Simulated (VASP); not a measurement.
# Hf (P6_3/mmc) in VASP: vibrations by perturbation theory with LDA

Aim: the vibrations by perturbation theory of Hf with LDA.

Everything below comes from runs of VASP 6.6.1. Logs are shortened: lines on timing, memory, paths and dates and some standing lists are left out, and cuts for length are marked.

## 1. The cell of the first run

It takes space group P6_3/mmc (No. 194, hexagonal). The conventional cell has a = 3.116 Å, b = 3.116 Å, c = 4.959 Å, α = 90.00°, β = 90.00°, γ = 120.00°. Hf (site symmetry -6m2) has 12 Hf at 3.06 to 3.12 Å within 4.0 Å.

## 2. Vibrations by perturbation theory, LDA

INCAR

```
ALGO     = Normal         # electronic algorithm
EDIFF    = 1E-8           # SCF threshold, eV
ENCUT    = 520            # plane-wave cutoff, eV
IBRION   = 8              # ionic algorithm
ISIF     = 2              # what is computed and relaxed
ISMEAR   = -1             # smearing method
LASPH    = T              # aspherical terms in the spheres
LCHARG   = T              # write CHGCAR
LREAL    = F              # projectors in reciprocal space
LWAVE    = F              # write WAVECAR
NELM     = 60             # most SCF steps
NSW      = 1              # ionic steps
PREC     = Accurate       # precision mode
SIGMA    = 0.15           # smearing width, eV
```

KPOINTS

```
k-points
0
Gamma
  15 15 8
```

POSCAR

```
Hf
1.0
    3.1160197311      0.0000000000      0.0000000000
   -1.5580098656      2.6985522458      0.0000000000
    0.0000000000      0.0000000000      4.9592349200
Hf
2
Direct
    0.3333333333      0.6666666667      0.2500000000
    0.6666666667      0.3333333333      0.7500000000
```

Potentials or basis: VASP PAW LDA potentials, release 64 (Hf_pv).

Command:

```console
$ cat potpaw_LDA.64/Hf_pv/POTCAR > POTCAR
$ mpirun -np 1 vasp_std > vasp.out
```

OUTCAR:

```text
EDIFF = 1E-8
   ENCUT = 520
   IBRION = 8
   ISIF = 2
   ISMEAR = -1
   LASPH = T
   LREAL = F
   NELM = 60
   NSW = 1
   PREC = Accurate

 ion  position               nearest neighbor table
   1  0.333  0.667  0.250-   2 3.06   2 3.06   2 3.06   2 3.06   2 3.06   2 3.06
   2  0.667  0.333  0.750-   1 3.06   1 3.06   1 3.06   1 3.06   1 3.06   1 3.06

  LATTYP: Found a hexagonal cell.
 ALAT       =     3.1160197311
 C/A-ratio  =     1.5915287283

  Lattice vectors:

 A1 = (   3.1160197311,   0.0000000000,   0.0000000000)
 A2 = (  -1.5580098656,   2.6985522458,   0.0000000000)
 A3 = (   0.0000000000,   0.0000000000,   4.9592349200)

Analysis of symmetry for initial positions (statically):
=====================================================================
 Subroutine PRICEL returns:
 Original cell was already a primitive cell.

 Routine SETGRP: Setting up the symmetry group for a
 hexagonal supercell.

 Subroutine GETGRP returns: Found 24 space group operations
 (whereof 12 operations were pure point group operations)
 out of a pool of 24 trial point group operations.

The static configuration has the point symmetry D_3d.
 The point group associated with its full space group is D_6h.

Analysis of symmetry for dynamics (positions and initial velocities):
=====================================================================
 Subroutine PRICEL returns:
 Original cell was already a primitive cell.

 Routine SETGRP: Setting up the symmetry group for a
 hexagonal supercell.

 Subroutine GETGRP returns: Found 24 space group operations
 (whereof 12 operations were pure point group operations)
 out of a pool of 24 trial point group operations.

The dynamic configuration has the point symmetry D_3d.
 The point group associated with its full space group is D_6h.

 Subroutine INISYM returns: Found 24 space group operations
 (whereof 12 operations are pure point group operations),
 and found     1 'primitive' translations
[... 578 lines left out ...]
    -1.558009866  2.698552246  0.000000000     0.000000000  0.370569071  0.000000000
     0.000000000  0.000000000  4.959234920     0.000000000  0.000000000  0.201644007

 POSITION                                       TOTAL-FORCE (eV/Angst)
 -----------------------------------------------------------------------------------
     -0.00000      1.79903      1.23981         0.000000      0.000000      0.000000
      1.55801      0.89952      3.71943        -0.000000     -0.000000      0.000000
 -----------------------------------------------------------------------------------
    total drift:                               -0.000000      0.000000     -0.000000

  FREE ENERGIE OF THE ION-ELECTRON SYSTEM (eV)
  ---------------------------------------------------
  free  energy   TOTEN  =       -21.4532824719 eV

  energy  without entropy=      -21.3184771857  energy(sigma->0) =      -21.38587983

[... ionic steps 2 to 3 ...]

--------------------------------------- Ionic step        4  -------------------------------------------

------------------------ aborting loop because EDIFF is reached ----------------------------------------

[... ionic steps 5 to 5 ...]

--------------------------------------- Ionic step        6  -------------------------------------------

 Free energy of the ion-electron system (eV)
  ---------------------------------------------------
  ---------------------------------------------------
  free energy    TOTEN  =        -0.24882881 eV

  energy without entropy =       -0.24882881

------------------------ aborting loop because EDIFF is reached ----------------------------------------

 INTERNAL STRAIN TENSOR  FOR ION    1  DIRECTION 3   (eV/Angst):
 -----------------------------------------------------------------------------
     0.05338 -0.00000 -0.00000
    -0.00000  0.05338 -0.00000
     0.00000  0.00000 -0.10034

 INTERNAL STRAIN TENSOR FOR ION    2 for displacements in x,y,z  (eV/Angst):
          X           Y           Z          XY          YZ          ZX
  --------------------------------------------------------------------------------
  x    -0.00000     0.00000    -0.00000     2.81878     0.00000     0.00000
  y     2.81878    -2.81878    -0.00000     0.00000     0.00000     0.00000
  z     0.00000    -0.00000     0.00000     0.00000     0.00000    -0.00000

 SECOND DERIVATIVES (NOT SYMMETRIZED)
 ------------------------------------
               1X          1Y          1Z          2X          2Y          2Z
  1X    -1.383934    0.000000    0.000000    1.383934   -0.000000    0.000000
  1Y     0.000000   -1.383934    0.000000   -0.000000    1.383934    0.000000
  1Z     0.000000    0.000000   -4.679225    0.000000    0.000000    4.679225
  2X     1.383934   -0.000000    0.000000   -1.383934    0.000000    0.000000
  2Y    -0.000000    1.383934    0.000000    0.000000   -1.383934    0.000000
  2Z     0.000000    0.000000    4.679225    0.000000    0.000000   -4.679225

 Eigenvectors and eigenvalues of the dynamical matrix
 ----------------------------------------------------

   1 f  =    3.579693 THz    22.491874 2PiTHz  119.405701 cm-1    14.804413 meV
             X         Y         Z           dx          dy          dz
     -0.000000  1.799035  1.239809     0.000000    0.000000   -0.707107
      1.558010  0.899517  3.719426     0.000000    0.000000    0.707107
[... 11 lines left out ...]
   4 f  =    0.000000 THz     0.000000 2PiTHz    0.000000 cm-1     0.000000 meV
             X         Y         Z           dx          dy          dz
     -0.000000  1.799035  1.239809     0.000000    0.000000    0.707107
      1.558010  0.899517  3.719426     0.000000    0.000000    0.707107

   5 f/i=    0.000000 THz     0.000000 2PiTHz    0.000000 cm-1     0.000000 meV
             X         Y         Z           dx          dy          dz
     -0.000000  1.799035  1.239809    -0.218631    0.672458    0.000000
      1.558010  0.899517  3.719426    -0.218631    0.672458    0.000000

   6 f/i=    0.000000 THz     0.000000 2PiTHz    0.000001 cm-1     0.000000 meV
             X         Y         Z           dx          dy          dz
     -0.000000  1.799035  1.239809    -0.672458   -0.218631    0.000000
      1.558010  0.899517  3.719426    -0.672458   -0.218631    0.000000

--------------------------------------------------------------------------------------------------------

 ELASTIC MODULI CONTR FROM IONIC RELAXATION (kBar)
 Direction    XX          YY          ZZ          XY          YZ          ZX
 --------------------------------------------------------------------------------
 XX        -220.5827    220.5827      0.0000      0.0000      0.0000      0.0000
 YY         220.5827   -220.5827     -0.0000      0.0000      0.0000     -0.0000
 ZZ           0.0000     -0.0000     -0.0000      0.0000      0.0000      0.0000
 XY           0.0000      0.0000      0.0000   -220.5827     -0.0000      0.0000
 YZ           0.0000      0.0000      0.0000     -0.0000     -0.0000      0.0000
 ZX           0.0000     -0.0000      0.0000      0.0000      0.0000     -0.0000
 --------------------------------------------------------------------------------
```

OSZICAR:

```text
N       E                     dE             d eps       ncg     rms          rms(c)
DAV:   1     0.473724649399E+02    0.47372E+02   -0.11723E+04  3796   0.136E+03
DAV:   2    -0.201695710335E+02   -0.67542E+02   -0.66374E+02  4728   0.274E+02
DAV:   3    -0.221323902035E+02   -0.19628E+01   -0.19229E+01  5118   0.304E+01
DAV:   4    -0.221484598487E+02   -0.16070E-01   -0.16038E-01  4326   0.339E+00
[... 82 lines left out ...]
RMM:  38    -0.248828807892E+00   -0.35770E-09   -0.52939E-07  4772   0.724E-05    0.391E-07
RMM:  39    -0.248828808352E+00   -0.46027E-09   -0.56938E-07  4744   0.724E-05    0.483E-07
RMM:  40    -0.248828809108E+00   -0.75554E-09   -0.54139E-07  4704   0.724E-05    0.390E-07
RMM:  41    -0.248828809216E+00   -0.10799E-09   -0.57702E-07  4675   0.724E-05    0.451E-07
 Linear response finished
```

stdout:

```text
POSCAR found type information on POSCAR Hf
 POSCAR found :  1 types and       2 ions
 scaLAPACK will be used
 LDA part: xc-table for (Slater(with rela. corr.)+CA(PZ))
 , standard interpolation
 POSCAR, INCAR and KPOINTS ok, starting setup
 FFT: planning ... GRIDC
 FFT: planning ... GRID_SOFT
 FFT: planning ... GRID
 WAVECAR not read
 entering main loop
 Linear response reoptimize wavefunctions to high precision
 Linear response DOF=           2
 Linear response progress:
 first order change of Fermi-energy  -0.52746E-05
 force on displaced ion       1 direction 1 :  -1.384  -0.000   0.000
 Linear response progress:
 first order change of Fermi-energy  -0.14217E-03
 force on displaced ion       1 direction 3 :  -0.000   0.000  -4.679
 Linear response finished
```

Run time: 15 min. Hardware: 1 thread of Intel Xeon Platinum 8375C at 2.90GHz (Ice Lake), shared host; peak memory 0.68 GiB.

What came out:

* Highest phonon frequency at Γ: 119 cm⁻¹

Phonon frequencies in cm⁻¹ (negative: imaginary):
| q point | frequencies |
| --- | --- |
| (0.000, 0.000, 0.000) | 0 0 0 65 65 119 |

Caveat: spin-orbit coupling is left out, which moves the levels of the heavy elements.
